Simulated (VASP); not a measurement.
Crystal: NaHI.

```
CELL_PARAMETERS angstrom
4.12629 0.00000 0.00000
0.00000 4.12629 0.00000
0.00000 0.00000 7.97693
ATOMIC_POSITIONS crystal
Na 0.00000 0.50000 0.20000
Na 0.50000 0.00000 0.80000
H 0.00000 0.00000 0.00000
H 0.50000 0.50000 0.00000
I 0.00000 0.50000 0.70000
I 0.50000 0.00000 0.30000
```

- Program: VASP 6.6.1
- Task: relaxation of cell and atoms
- Functional: PBEsol
- Dispersion: D4
- Potentials or basis: VASP PAW PBE potentials, release 64 (Na_pv, H, I)
- Cutoff: 600 eV
- k mesh: 4 × 4 × 3
- Occupations: methfessel-paxton, width 0.0643 eV
- Spin: no spin polarisation

At the start: pressure -0.2 GPa; volume 22.64 Å³/atom.

Q: Where does the relaxation end?

A: Over 19 steps the energy falls by 107.7 meV/atom and the volume is 20.50 Å³/atom (-9.4 %); space group P4/nmm (No. 129, to 0.1 Å) before and after.

Step by step:
```
step  energy change (eV)  largest force (eV/Å)  pressure (GPa)  volume (Å³)
   1              0.0000                0.3526           -0.19       135.82
   2             -0.0991                0.3166           -0.55       135.24
   3             -0.3616                0.2144           -1.06       132.93
   4             -0.5540                0.3176            0.09       125.51
   5             -0.5653                0.2259           -0.71       128.70
   6             -0.5795                0.1659           -0.51       127.63
   7             -0.5802                0.1766           -0.46       127.38
   8             -0.5943                0.1958            0.07       124.38
   9             -0.5956                0.2034            0.34       123.00
  10             -0.6119                0.1747            0.40       123.02
  11             -0.6386                0.1277           -0.04       123.11
  12             -0.6387                0.1310           -0.12       123.11
  13             -0.6447                0.0514            0.17       122.11
  14             -0.6450                0.0191            0.30       121.77
  15             -0.6449                0.0359           -0.17       123.87
  16             -0.6462                0.0079            0.04       122.79
  17             -0.6463                0.0142            0.00       122.97
  18             -0.6463                0.0144           -0.01       122.99
  19             -0.6464                0.0060            0.01       123.02
```

Final structure:
```cif
data_structure
_symmetry_space_group_name_H-M 'P 1'
_symmetry_Int_Tables_number 1
_cell_length_a 4.4368
_cell_length_b 4.4368
_cell_length_c 6.2493
_cell_angle_alpha 90.000
_cell_angle_beta 90.000
_cell_angle_gamma 90.000
_cell_volume 123.02
loop_
_atom_site_label
_atom_site_type_symbol
_atom_site_fract_x
_atom_site_fract_y
_atom_site_fract_z
_atom_site_occupancy
Na1 Na 0.00000 0.50000 0.21030 1
Na2 Na 0.50000 0.00000 0.78970 1
H1 H 0.00000 0.00000 0.00000 1
H2 H 0.50000 0.50000 0.00000 1
I1 I 0.00000 0.50000 0.72422 1
I2 I 0.50000 0.00000 0.27578 1
```

Caveat: the k points lie up to 0.35 Å⁻¹ apart in the final cell, too coarse for converged energies and pressures of a metal; a cell axis changed by over 15 % at a fixed basis, so the end point is rough; the PAW data sets were made with another functional, which shifts forces and pressure a little.
